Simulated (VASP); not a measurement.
# F (Fd-3m) in VASP: notebook, part 2 of 2

VASP 6.6.1.

## 6. Single point, r2SCAN

This run uses another cell than the first one, of 15.08 Å³/atom.

File POSCAR:

```
F
1.0
    0.0000000000      2.4707022887      2.4707022887
    2.4707022887      0.0000000000      2.4707022887
    2.4707022887      2.4707022887      0.0000000000
F
2
Direct
    0.0000000000      0.0000000000      0.0000000000
    0.2500000000      0.2500000000      0.2500000000
```

File INCAR.step1:

```
SYSTEM = F
ALGO = Normal
EDIFF = 1E-4
ENCUT = 520
GGA = PE
ISMEAR = -1
LASPH = .True.
LCHARG = .False.
LREAL = .False.
LWAVE = .True.
NBANDS = 14
NELM = 80
PREC = Accurate
SIGMA = 0.1
```

File INCAR.step2:

```
SYSTEM = F
ALGO = Normal
EDIFF = 1E-6
ENCUT = 520
ISIF = 2
ISMEAR = -1
ISTART = 1
LASPH = .True.
LCHARG = .True.
LELF = .True.
LMIXTAU = .True.
LREAL = .False.
LVHAR = .True.
LWAVE = .False.
METAGGA = R2SCAN
NBANDS = 14
NELM = 80
PREC = Accurate
SIGMA = 0.1
```

File KPOINTS:

```
k-points
0
Gamma
  12 12 12
  0 0 0
```

Potentials or basis: VASP PAW PBE potentials, release 64 (F).

Started as:

```
> cat potpaw_PBE.64/F/POTCAR > POTCAR
> cp INCAR.step1 INCAR
> mpirun -np 1 vasp_std > vasp.out
> cp INCAR.step2 INCAR
> mpirun -np 1 vasp_std > vasp.out
```

OUTCAR:

```text
SYSTEM = F
   EDIFF = 1E-6
   ENCUT = 520
   ISIF = 2
   ISMEAR = -1
   ISTART = 1
   LASPH = .True.
   LREAL = .False.
   METAGGA = R2SCAN
   NELM = 80
   PREC = Accurate

 ion  position               nearest neighbor table
   1  0.000  0.000  0.000-
   2  0.250  0.250  0.250-

  LATTYP: Found a face centered cubic cell.
 ALAT       =     4.9414045774

  Lattice vectors:

 A1 = (   0.0000000000,   2.4707022887,   2.4707022887)
 A2 = (   2.4707022887,   0.0000000000,   2.4707022887)
 A3 = (   2.4707022887,   2.4707022887,   0.0000000000)

Analysis of symmetry for initial positions (statically):
=====================================================================
 Subroutine PRICEL returns:
 Original cell was already a primitive cell.

 Routine SETGRP: Setting up the symmetry group for a
 face centered cubic supercell.

 Subroutine GETGRP returns: Found 48 space group operations
 (whereof 24 operations were pure point group operations)
 out of a pool of 48 trial point group operations.

The static configuration has the point symmetry T_d .
 The point group associated with its full space group is O_h .

Analysis of symmetry for dynamics (positions and initial velocities):
=====================================================================
 Subroutine PRICEL returns:
 Original cell was already a primitive cell.

 Routine SETGRP: Setting up the symmetry group for a
 face centered cubic supercell.

 Subroutine GETGRP returns: Found 48 space group operations
 (whereof 24 operations were pure point group operations)
 out of a pool of 48 trial point group operations.

The dynamic configuration has the point symmetry T_d .
 The point group associated with its full space group is O_h .

 Subroutine INISYM returns: Found 48 space group operations
 (whereof 24 operations are pure point group operations),
 and found     1 'primitive' translations

----------------------------------------------------------------------------------------

                                     Primitive cell

  volume of cell :      30.1642

  direct lattice vectors                    reciprocal lattice vectors
     0.000000000  2.470702289  2.470702289    -0.202371610  0.202371610  0.202371610
     2.470702289  0.000000000  2.470702289     0.202371610 -0.202371610  0.202371610
     2.470702289  2.470702289  0.000000000     0.202371610  0.202371610 -0.202371610

  length of vectors
     3.494100685  3.494100685  3.494100685     0.350517911  0.350517911  0.350517911

  position of ions in fractional coordinates (direct lattice)
     0.000000000  0.000000000  0.000000000
     0.250000000  0.250000000  0.250000000

  ion indices of the primitive-cell ions
   primitive index   ion index
                 1           1
                 2           2

----------------------------------------------------------------------------------------

 KPOINTS: k-points

Automatic generation of k-mesh.
 Grid dimensions read from file:
 generate k-points for:   12   12   12

 Generating k-lattice:

  Cartesian coordinates                     Fractional coordinates (reciprocal lattice)
    -0.016864301  0.016864301  0.016864301     0.083333333  0.000000000  0.000000000
     0.016864301 -0.016864301  0.016864301     0.000000000  0.083333333  0.000000000
     0.016864301  0.016864301 -0.016864301     0.000000000  0.000000000  0.083333333

  Length of vectors
     0.029209826  0.029209826  0.029209826

  Shift w.r.t. Gamma in fractional coordinates (k-lattice)
     0.000000000  0.000000000  0.000000000

 Subroutine IBZKPT returns following result:
 ===========================================

 Found     72 irreducible k-points:

 Following reciprocal coordinates:
            Coordinates               Weight
  0.000000  0.000000  0.000000      1.000000
  0.083333  0.000000  0.000000      8.000000
  0.166667  0.000000  0.000000      8.000000
  0.250000  0.000000  0.000000      8.000000
  0.333333  0.000000  0.000000      8.000000
  0.416667  0.000000  0.000000      8.000000
[... 16 lines left out ...]
  0.500000  0.166667  0.000000     24.000000
 -0.416667  0.166667  0.000000     24.000000
 [... further k-points ...]
   k-points           NKPTS =     72   k-points in BZ     NKDIM =     72   number of bands    NBANDS=     14
   number of dos      NEDOS =    301   number of ions     NIONS =      2
   total plane-waves  NPLWV =  21952
   dimension x,y,z NGX =    28 NGY =   28 NGZ =   28
   dimension x,y,z NGXF=    56 NGYF=   56 NGZF=   56
   ions per type =               2
   NGX,Y,Z   is equivalent  to a cutoff of  13.32, 13.32, 13.32 a.u.
   NGXF,Y,Z  is equivalent  to a cutoff of  26.64, 26.64, 26.64 a.u.
 SYSTEM =  F
   PREC   = accura    normal or accurate (medium, high low for compatibility)
   ISTART =      1    job   : 0-new  1-cont  2-samecut
   ICHARG =      0    charge: 1-file 2-atom 10-const
   ISPIN  =      1    spin polarized calculation?
   LNONCOLLINEAR =      F non collinear calculations
   LSORBIT =      F    spin-orbit coupling
   LASPH  =      T    aspherical Exc in radial PAW
   ENCUT  =  520.0 eV  38.22 Ry    6.18 a.u.   6.50  6.50  6.50*2*pi/ulx,y,z
   NELM   =     80;   NELMIN=  2; NELMDL=  0     # of ELM steps
   EDIFF  = 0.1E-05   stopping-criterion for ELM
   LREAL  =      F    real-space projection
   EDIFFG = 0.1E-04   stopping-criterion for IOM
   NSW    =      0    number of steps for IOM
   IBRION =     -1    ionic relax: 0-MD 1-quasi-New 2-CG
   NFREE  =      0    steps in history (QN), initial steepest desc. (CG)
   ISIF   =      2    stress and relaxation
   ISYM   =      2    0-nonsym 1-usesym 2-fastsym
   POTIM  = 0.5000    time-step for ionic-motion
   TEBEG  =    0.0;   TEEND  =   0.0 temperature during run
   PSTRESS=    0.0 pullay stress
   NELECT =      14.0000    total number of electrons
   NUPDOWN=      -1.0000    fix difference up-down
   EMIN   =  10.00;   EMAX   =-10.00  energy-range for DOS
   EFERMI =   0.00;   METHOD = LEGACY
   ISMEAR =    -1;   SIGMA  =   0.10  broadening in eV -4-tet -1-fermi 0-gaus
   EFERMI_NEDOS =   21; number of points for ismear=-14 and -15
   IALGO  =     38    algorithm
   IMIX   =      4    mixing-type and parameters
     AMIX     =   0.40;   BMIX     =  1.00
     AMIX_MAG =   1.60;   BMIX_MAG =  1.00
  volume/ion in A,a.u.               =      15.08       101.78
  Fermi-wavevector in a.u.,A,eV,Ry     =   1.267517  2.395260 21.859108  1.606599
  Thomas-Fermi vector in A             =   2.400661
   LORBIT       =      0    0 simple, 1 ext, 2 COOP (PROOUT), +10 PAW based schemes
   METAGGA = R2SCAN    functional components
   LHFCALC =     F    Hartree Fock is set to
   AEXX    =    0.0000 exact exchange contribution
   IVDW    =     0    specifies the selected vdW correction
   LEPSILON=     F    determine dielectric tensor
   LRPA    =     F    only Hartree local field effects (RPA)
 non-spin polarized calculation
  energy-cutoff  :      520.00
  volume of cell :       30.16
 maximum number of plane-waves:       869
 NGX is ok and might be reduce to    28
   NGX = 13   NGY = 13   NGZ = 13

 number of electron      14.0000011 magnetization

 Free energy of the ion-electron system (eV)
  ---------------------------------------------------
  ext. energy  EPLUGINS =         0.00000000
  ---------------------------------------------------
  free energy    TOTEN  =        -3.98733015 eV

  energy without entropy =       -3.80284500  energy(sigma->0) =       -3.89508757

 E-fermi :  -5.8590     XC(G=0):  -8.3799

 val. band max:       -5.8602726579   @ k =   0.4167   0.1667   0.0000
 cond. band min:      -5.8373367100   @ k =   0.4167   0.2500   0.0833
 fundamental gap:      0.0229359479
 Fermi energy:        -5.8590464596

 k-point     1 :       0.0000    0.0000    0.0000
  band No.  band energies     occupation
      1     -28.8025      2.00000
      2     -26.2633      2.00000
      3      -8.2229      2.00000
      4      -8.2229      2.00000
      5      -8.2229      2.00000
      6      -6.5154      1.99718
      7      -6.5154      1.99718
      8      -6.5154      1.99718
      9       4.6814      0.00000
     10      18.9734      0.00000
     11      18.9734      0.00000
     12      18.9734      0.00000
     13      20.6514      0.00000
     14      20.6514      0.00000
[... 375 lines left out ...]
 k-point    24 :      -0.4167    0.1667    0.0000
  band No.  band energies     occupation
      1     -28.0844      2.00000
      2     -27.0400      2.00000
      3      -9.2661      2.00000
      4      -8.7481      2.00000
      5      -8.2650      2.00000
      6      -6.5397      1.99779
      7      -5.9796      1.53908
      8      -5.7702      0.58289
      9       8.5275      0.00000
     10      10.7566      0.00000
     11      15.0304      0.00000
     12      16.2310      0.00000
     13      21.3306      0.00000
     14      22.6167      0.00000

 [... further k-points ...]
[... 5 lines left out ...]
  --------------------------------------------------------------------------------------
  -------------------------------------------------------------------------------------
  Total       -0.7195537     -0.7195537     -0.7195537      0.0000000     -0.0000000      0.0000000
  in kB      -38.2192832    -38.2192832    -38.2192832      0.0000000     -0.0000000      0.0000000
  external PRESSURE =     -38.2192832 kB  Pullay stress =       0.0000000 kB

 VOLUME and BASIS-vectors are now :
 -----------------------------------------------------------------------------
  energy-cutoff  :      520.00
  volume of cell :       30.16
      direct lattice vectors                 reciprocal lattice vectors
     0.000000000  2.470702289  2.470702289    -0.202371610  0.202371610  0.202371610
     2.470702289  0.000000000  2.470702289     0.202371610 -0.202371610  0.202371610
     2.470702289  2.470702289  0.000000000     0.202371610  0.202371610 -0.202371610

 POSITION                                       TOTAL-FORCE (eV/Angst)
 -----------------------------------------------------------------------------------
      0.00000      0.00000      0.00000        -0.000000     -0.000000     -0.000000
      1.23535      1.23535      1.23535         0.000000      0.000000      0.000000
 -----------------------------------------------------------------------------------
    total drift:                                0.000000      0.000000      0.000000

  FREE ENERGIE OF THE ION-ELECTRON SYSTEM (eV)
  ---------------------------------------------------
  free  energy   TOTEN  =        -3.9873301529 eV

  energy  without entropy=       -3.8028449954  energy(sigma->0) =       -3.89508757
```

It took 51 s on 1 thread of Intel Xeon 6975P-C (Granite Rapids), shared host; peak memory 0.16 GiB.

Results:

* Free energy: -3.9873 eV
* Pressure: -3.8 GPa
* Band gap on the k mesh: zero (bands 7 and 8 overlap by 0.91 eV)

Levels at points of the mesh, in eV from the Fermi level:
```tsv
k point	band 4	band 5	band 6	band 7	band 8	band 9	band 10	band 11
(0.00, 0.00, 0.00)	-2.36	-2.36	-0.66	-0.66	-0.66	10.54	24.83	24.83
(0.50, 0.00, 0.00)	-2.80	-2.80	-0.24	-0.21	-0.21	14.29	16.41	22.03
(0.50, 0.50, 0.00)	-3.28	-1.71	-1.71	0.25	0.25	15.30	15.30	22.81
```

Caveat: the cell stands under tension; the PAW data sets were made with another functional, which shifts forces and pressure a little.

## 7. Summary

| cell | gap on the mesh (eV) | pressure (GPa) |
| --- | --- | --- |
| a = 3.426 Å, angles 60.0°, 2 atoms | none | -1.9 |
| a = 3.460 Å, angles 60.0°, 2 atoms | none | -3.0 |
| a = 3.494 Å, angles 60.0°, 2 atoms | none | -3.8 |

Alike in all rows: task single point; level r2SCAN; potentials or basis VASP PAW PBE potentials, release 64 (F); no spin polarisation; k mesh 12 × 12 × 12; cutoff (eV) 520; smearing fermi-dirac 0.1 eV.

Caveats: the PAW data sets were made with another functional, which shifts forces and pressure a little; the cell stands under tension (at least some runs).

Total energies depend on the potentials used, so only differences within one code and one set of settings carry meaning.
